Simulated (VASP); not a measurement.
# Au (P6_3/mmc) in VASP: single point with r2SCAN

Aim: the single point of Au with r2SCAN.

All numbers are computed with VASP 6.6.1; they aren't measurements. Logs are shortened: lines on timing, memory, paths and dates and some standing lists are left out, and cuts for length are marked.

## 1. The cell of the first run

It takes space group P6_3/mmc (No. 194, hexagonal). The conventional cell has a = 2.930 Å, b = 2.930 Å, c = 4.734 Å, α = 90.00°, β = 90.00°, γ = 120.00°. Within 3.8 Å of Au (site symmetry -6m2) lie 12 Au at 2.91 to 2.93 Å.

## 2. Single point, r2SCAN

The input, POSCAR:

```
Au
1.0
    2.9298905432      0.0000000000      0.0000000000
   -1.4649452716      2.5373596407      0.0000000000
    0.0000000000      0.0000000000      4.7341093611
Au
2
Direct
    0.3333333333      0.6666666667      0.7500000000
    0.6666666667      0.3333333333      0.2500000000
```

The input, INCAR.step1:

```
PREC     = Accurate       # precision mode
ENCUT    = 520            # plane-wave cutoff, eV
ISMEAR   = 0              # smearing method
SIGMA    = 0.15           # smearing width, eV
LREAL    = F              # projectors in reciprocal space
LASPH    = T              # aspherical terms in the spheres
NELM     = 80             # most SCF steps
NBANDS   = 18             # bands
GGA      = PE             # functional
ALGO     = Normal         # electronic algorithm
EDIFF    = 1E-4           # SCF threshold, eV
LWAVE    = T              # write WAVECAR
LCHARG   = F              # write CHGCAR
```

The input, INCAR.step2:

```
PREC     = Accurate       # precision mode
ENCUT    = 520            # plane-wave cutoff, eV
EDIFF    = 1E-6           # SCF threshold, eV
ISMEAR   = 0              # smearing method
SIGMA    = 0.15           # smearing width, eV
LREAL    = F              # projectors in reciprocal space
LASPH    = T              # aspherical terms in the spheres
NELM     = 80             # most SCF steps
ALGO     = Normal         # electronic algorithm
ISIF     = 2              # what is computed and relaxed
LWAVE    = F              # write WAVECAR
LCHARG   = T              # write CHGCAR
METAGGA  = R2SCAN         # meta-GGA
LMIXTAU  = T            
LELF     = T              # ELF
LVHAR    = T            
NBANDS   = 18             # bands
ISTART   = 1
```

The input, KPOINTS:

```
regular mesh
0
Gamma
  24 24 14
```

Potentials or basis: VASP PAW PBE potentials, release 64 (Au).

Command:

```console
> cat potpaw_PBE.64/Au/POTCAR > POTCAR
> cp INCAR.step1 INCAR
> mpirun -np 1 vasp_std > vasp.out
> cp INCAR.step2 INCAR
> mpirun -np 1 vasp_std > vasp.out
```

OUTCAR:

```text
PREC = Accurate
   ENCUT = 520
   EDIFF = 1E-6
   ISMEAR = 0
   LREAL = F
   LASPH = T
   NELM = 80
   ISIF = 2
   METAGGA = R2SCAN
   ISTART = 1

 ion  position               nearest neighbor table
   1  0.333  0.667  0.750-   2 2.91   2 2.91   2 2.91   2 2.91   2 2.91   2 2.91
   2  0.667  0.333  0.250-   1 2.91   1 2.91   1 2.91   1 2.91   1 2.91   1 2.91

  LATTYP: Found a hexagonal cell.
 ALAT       =     2.9298905432
 C/A-ratio  =     1.6157973451

  Lattice vectors:

 A1 = (   2.9298905432,   0.0000000000,   0.0000000000)
 A2 = (  -1.4649452716,   2.5373596407,   0.0000000000)
 A3 = (   0.0000000000,   0.0000000000,   4.7341093611)

Analysis of symmetry for initial positions (statically):
=====================================================================
 Subroutine PRICEL returns:
 Original cell was already a primitive cell.

 Routine SETGRP: Setting up the symmetry group for a
 hexagonal supercell.

 Subroutine GETGRP returns: Found 24 space group operations
 (whereof 12 operations were pure point group operations)
 out of a pool of 24 trial point group operations.

The static configuration has the point symmetry D_3d.
 The point group associated with its full space group is D_6h.

Analysis of symmetry for dynamics (positions and initial velocities):
=====================================================================
 Subroutine PRICEL returns:
 Original cell was already a primitive cell.

 Routine SETGRP: Setting up the symmetry group for a
 hexagonal supercell.

 Subroutine GETGRP returns: Found 24 space group operations
 (whereof 12 operations were pure point group operations)
 out of a pool of 24 trial point group operations.

The dynamic configuration has the point symmetry D_3d.
 The point group associated with its full space group is D_6h.

 Subroutine INISYM returns: Found 24 space group operations
 (whereof 12 operations are pure point group operations),
 and found     1 'primitive' translations

----------------------------------------------------------------------------------------

                                     Primitive cell

  volume of cell :      35.1942

  direct lattice vectors                    reciprocal lattice vectors
     2.929890543  0.000000000  0.000000000     0.341309679  0.197055235  0.000000000
    -1.464945272  2.537359641  0.000000000     0.000000000  0.394110470  0.000000000
[... 78 lines left out ...]
   ICHARG =      0    charge: 1-file 2-atom 10-const
   ISPIN  =      1    spin polarized calculation?
   LNONCOLLINEAR =      F non collinear calculations
   LSORBIT =      F    spin-orbit coupling
   LASPH  =      T    aspherical Exc in radial PAW
   ENCUT  =  520.0 eV  38.22 Ry    6.18 a.u.   5.45  5.45  8.80*2*pi/ulx,y,z
   NELM   =     80;   NELMIN=  2; NELMDL=  0     # of ELM steps
   EDIFF  = 0.1E-05   stopping-criterion for ELM
   LREAL  =      F    real-space projection
   EDIFFG = 0.1E-04   stopping-criterion for IOM
   NSW    =      0    number of steps for IOM
   IBRION =     -1    ionic relax: 0-MD 1-quasi-New 2-CG
   NFREE  =      0    steps in history (QN), initial steepest desc. (CG)
   ISIF   =      2    stress and relaxation
   ISYM   =      2    0-nonsym 1-usesym 2-fastsym
   POTIM  = 0.5000    time-step for ionic-motion
   TEBEG  =    0.0;   TEEND  =   0.0 temperature during run
   PSTRESS=    0.0 pullay stress
   NELECT =      22.0000    total number of electrons
   NUPDOWN=      -1.0000    fix difference up-down
   EMIN   =  10.00;   EMAX   =-10.00  energy-range for DOS
   EFERMI =   0.00;   METHOD = LEGACY
   ISMEAR =     0;   SIGMA  =   0.15  broadening in eV -4-tet -1-fermi 0-gaus
   EFERMI_NEDOS =   21; number of points for ismear=-14 and -15
   IALGO  =     38    algorithm
   IMIX   =      4    mixing-type and parameters
     AMIX     =   0.40;   BMIX     =  1.00
     AMIX_MAG =   1.60;   BMIX_MAG =  1.00
  volume/ion in A,a.u.               =      17.60       118.75
  Fermi-wavevector in a.u.,A,eV,Ry     =   1.399776  2.645193 26.658879  1.959372
  Thomas-Fermi vector in A             =   2.522802
   LORBIT       =      0    0 simple, 1 ext, 2 COOP (PROOUT), +10 PAW based schemes
   METAGGA = R2SCAN    functional components
   LHFCALC =     F    Hartree Fock is set to
   AEXX    =    0.0000 exact exchange contribution
   IVDW    =     0    specifies the selected vdW correction
   LEPSILON=     F    determine dielectric tensor
   LRPA    =     F    only Hartree local field effects (RPA)
 non-spin polarized calculation
 Gauss-broadening in eV      SIGMA  =   0.15
  energy-cutoff  :      520.00
  volume of cell :       35.19
 maximum number of plane-waves:       977
 NGX is ok and might be reduce to    24
   NGX = 11   NGY = 11   NGZ = 17

 number of electron      22.0000001 magnetization

 Free energy of the ion-electron system (eV)
  ---------------------------------------------------
  ext. energy  EPLUGINS =         0.00000000
  ---------------------------------------------------
  free energy    TOTEN  =      -101.17180152 eV

  energy without entropy =     -101.16456321  energy(sigma->0) =     -101.16818237

 E-fermi :   8.7882     XC(G=0): -13.3976

 val. band max:        8.7882012621   @ k =   0.4583   0.0417   0.2143
 cond. band min:       8.7968261893   @ k =   0.3750   0.0417   0.4286
 fundamental gap:      0.0086249273
 Fermi energy:         8.7882327861

 k-point     1 :       0.0000    0.0000    0.0000
  band No.  band energies     occupation
      1      -0.9391      2.00000
      2       1.5293      2.00000
      3       4.0778      2.00000
      4       4.1408      2.00000
      5       4.1408      2.00000
      6       4.4872      2.00000
[... 481 lines left out ...]
      5       4.4426      2.00000
      6       4.7093      2.00000
[... 10 lines left out ...]
     17      21.1862      0.00000
     18      24.2525      0.00000

 [... further k-points ...]
[... 5 lines left out ...]
  --------------------------------------------------------------------------------------
  -------------------------------------------------------------------------------------
  Total       -0.1757236     -0.1757236      0.4494026      0.0000000      0.0000000     -0.0000000
  in kB       -7.9996121     -7.9996121     20.4585291      0.0000000      0.0000000     -0.0000000
  external PRESSURE =       1.4864350 kB  Pullay stress =       0.0000000 kB

 VOLUME and BASIS-vectors are now :
 -----------------------------------------------------------------------------
  energy-cutoff  :      520.00
  volume of cell :       35.19
      direct lattice vectors                 reciprocal lattice vectors
     2.929890543  0.000000000  0.000000000     0.341309679  0.197055235  0.000000000
    -1.464945272  2.537359641  0.000000000     0.000000000  0.394110470  0.000000000
     0.000000000  0.000000000  4.734109361     0.000000000  0.000000000  0.211232974

 POSITION                                       TOTAL-FORCE (eV/Angst)
 -----------------------------------------------------------------------------------
     -0.00000      1.69157      3.55058         0.000000      0.000000      0.000000
      1.46495      0.84579      1.18353        -0.000000     -0.000000      0.000000
 -----------------------------------------------------------------------------------
    total drift:                               -0.000000      0.000000     -0.000000

  FREE ENERGIE OF THE ION-ELECTRON SYSTEM (eV)
  ---------------------------------------------------
  free  energy   TOTEN  =      -101.1718015236 eV

  energy  without entropy=     -101.1645632114  energy(sigma->0) =     -101.16818237
```

OUTCAR.step1:

```text
PREC = Accurate
   ENCUT = 520
   ISMEAR = 0
   LREAL = F
   LASPH = T
[... 728 lines left out ...]
 -----------------------------------------------------------------------------------
     -0.00000      1.69157      3.55058         0.000000      0.000000      0.000000
      1.46495      0.84579      1.18353        -0.000000      0.000000      0.000000
 -----------------------------------------------------------------------------------
    total drift:                               -0.000000      0.000000     -0.000000

  FREE ENERGIE OF THE ION-ELECTRON SYSTEM (eV)
  ---------------------------------------------------
  free  energy   TOTEN  =        -6.4165628978 eV

  energy  without entropy=       -6.4086894912  energy(sigma->0) =       -6.41262619
```

OSZICAR.step1:

```text
N       E                     dE             d eps       ncg     rms          rms(c)
DAV:   1     0.123122189647E+03    0.12312E+03   -0.11730E+04 17576   0.119E+03
DAV:   2    -0.483537079926E+01   -0.12796E+03   -0.12204E+03 18696   0.260E+02
DAV:   3    -0.693354133670E+01   -0.20982E+01   -0.20861E+01 20728   0.335E+01
DAV:   4    -0.694260431456E+01   -0.90630E-02   -0.90616E-02 19476   0.232E+00
DAV:   5    -0.694268669968E+01   -0.82385E-04   -0.82384E-04 19570   0.236E-01    0.120E+01
DAV:   6    -0.645323969507E+01    0.48945E+00   -0.92850E-01 18128   0.884E+00    0.778E+00
DAV:   7    -0.642050882948E+01    0.32731E-01   -0.97707E-02 19412   0.285E+00    0.332E+00
DAV:   8    -0.641658781605E+01    0.39210E-02   -0.78566E-03 18178   0.716E-01    0.342E-01
DAV:   9    -0.641656289779E+01    0.24918E-04   -0.33070E-05 12490   0.510E-02
   1 F= -.64165629E+01 E0= -.64126262E+01  d E =-.787341E-02
```

It took 32 min on 1 thread of Oxide Virtual Turin-like, shared host; peak memory 0.33 GiB.

What came out:

| Item | Value |
| --- | --- |
| Free energy | -101.1718 eV |
| Pressure | 0.1 GPa |
| Band gap on the k mesh | zero (band 11 reaches 13.05 eV, above the bottom of band 12 at 5.98 eV) |

Levels at points of the mesh, in eV from the Fermi level:
| k point | band 9 | band 10 | band 11 | band 12 | band 13 | band 14 |
| --- | --- | --- | --- | --- | --- | --- |
| (0.00, 0.00, 0.00) | -3.88 | -2.35 | -2.35 | -0.55 | 3.12 | 15.24 |
| (0.50, 0.00, 0.00) | -2.03 | -1.96 | 0.30 | 1.35 | 6.27 | 7.70 |
| (0.00, 0.00, 0.50) | -2.81 | -2.81 | -2.81 | -2.81 | 11.82 | 11.82 |
| (0.50, 0.00, 0.50) | -2.04 | -2.04 | 0.62 | 0.62 | 3.88 | 3.88 |

Caveat: the PAW data sets were made with another functional, which shifts forces and pressure a little; spin-orbit coupling is left out, which moves the levels of the heavy elements.
